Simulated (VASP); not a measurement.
**PbSe (pbe): relaxation of the atoms with PBE**

PbSe (pbe):

```
Pb Se
1.0
     0.05606    3.11813    3.11813
     3.11813    0.05606    3.11813
     3.11813    3.11813    0.05606
Pb Se
1 1
Direct
  0.00000 0.00000 0.00000
  0.50000 0.50000 0.50000
```

This cell differs from its parent crystal: strained cell.

```
Program                : VASP 6.6.1
Task                   : relaxation of the atoms
Functional             : PBE
Potentials or basis    : VASP PAW PBE potentials, release 64 (Pb_d, Se)
Cutoff                 : 450 eV
k mesh                 : 9 × 9 × 9
Occupations            : gaussian, width 0.01 eV
Spin                   : no spin polarisation
Dipole correction      : no
Further INCAR settings : ALGO = Normal; EDIFF = 1e-07; IBRION = 2; EDIFFG = -0.002; NSW = 60
```

| Item | Value |
| --- | --- |
| Pressure after relaxing | 0.9 GPa |
| Band gap on the k mesh | 0.58 eV, indirect (least direct gap 0.71 eV) |

Stress tensor (GPa, compression positive):
```
 0.88 -0.32 -0.32
-0.32  0.88 -0.32
-0.32 -0.32  0.88
```

Final structure:
```yaml
crystal:
  lattice:
    - [0.05606, 3.11813, 3.11813]
    - [3.11813, 0.05606, 3.11813]
    - [3.11813, 3.11813, 0.05606]
  atoms:
    - { symbol: Pb, position: [0.00000, 0.00000, 0.00000] }
    - { symbol: Se, position: [0.50000, 0.50000, 0.50000] }
```

Levels at points of the mesh, in eV from the valence-band top:
| k point | band 8 | band 9 | band 10 | band 11 | band 12 | band 13 |
| --- | --- | --- | --- | --- | --- | --- |
| (0.00, 0.00, 0.00) | -1.81 | -1.60 | -1.60 | 4.71 | 4.71 | 4.76 |

Wall time 57 s on 1 thread of Intel Xeon 8259CL (shared host), peak memory 0.22 GiB.

Caveat: the cell differs from its parent crystal (strained cell); the relaxation stopped at its first step, so nothing moved; spin-orbit coupling is left out, which moves the levels of the heavy elements. A k mesh can miss the band edges.
